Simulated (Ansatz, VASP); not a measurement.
**La in VASP and in Ansatz**

The input INCAR:

```
PREC = Accurate ; ENCUT = 520
EDIFF = 1E-8 ; ISMEAR = -1
SIGMA = 0.05 ; LREAL = False
LASPH = True ; NELM = 80
ALGO = Normal ; ISIF = 2
LWAVE = False ; LCHARG = False
LEFG = True ; NBANDS = 18
```

Contents of KPOINTS:

```
Automatic mesh
0
Gamma
  11 11 6
```

The input POSCAR:

```
La
1.0
    3.7500020507      0.0000000000      0.0000000000
   -1.8750010253      3.2475970401      0.0000000000
    0.0000000000      0.0000000000      6.0093000000
La
2
Direct
    0.3333333333      0.6666666667      0.2500000000
    0.6666666667      0.3333333333      0.7500000000
```

Input for Ansatz:

```yaml
crystal:
  lattice:
    - [3.7500020507, 0.0, 0.0]
    - [-1.8750010253, 3.2475970401, 0.0]
    - [0.0, 0.0, 6.0093]
  atoms:
    - { symbol: La, position: [0.3333333333, 0.6666666667, 0.25] }
    - { symbol: La, position: [0.6666666667, 0.3333333333, 0.75] }
kpoints:
  mp_grid: { grid: [11, 11, 6] }
scf:
  occupations: { method: fermi_dirac, width: 0.05 }
hamiltonian:
  xc: lda
  pseudopotentials: { kind: paw }
output:
  forces: true
  stress: true
  eigenvalues: true
  efg: { contact_densities: true }
```

Change from the starting cell: zz strain of -1 %, PAW files.

Alike in both runs: task electric field gradients; functional LDA; k mesh 11 × 11 × 6; occupations fermi-dirac, width 0.05 eV; no spin polarisation.

```csv
,VASP,Ansatz
version,VASP 6.6.1,Ansatz 0.2.0
potentials or method,"VASP PAW LDA potentials, release 64 (La)","PAW with Ansatz's default frozen-core files, scalar-relativistic"
plane-wave cutoff (eV),520,420
valence electrons in the cell,22,22
```

|  | VASP | Ansatz | Ansatz less VASP |
| --- | --- | --- | --- |
| pressure (GPa) | -2.9 | -2.8 | +0.06 |
| traceless stress, the component that is largest in VASP (GPa) | 0.07 | 0.08 | +0.003 |
| size of Vzz on the site where it differs most (V/Å²) | 18.8 | 17.1 | -1.76 |

LDA's correlation is that of Perdew and Zunger in VASP and of Perdew and Wang (1992) in Ansatz.

Spin-orbit coupling is off throughout.
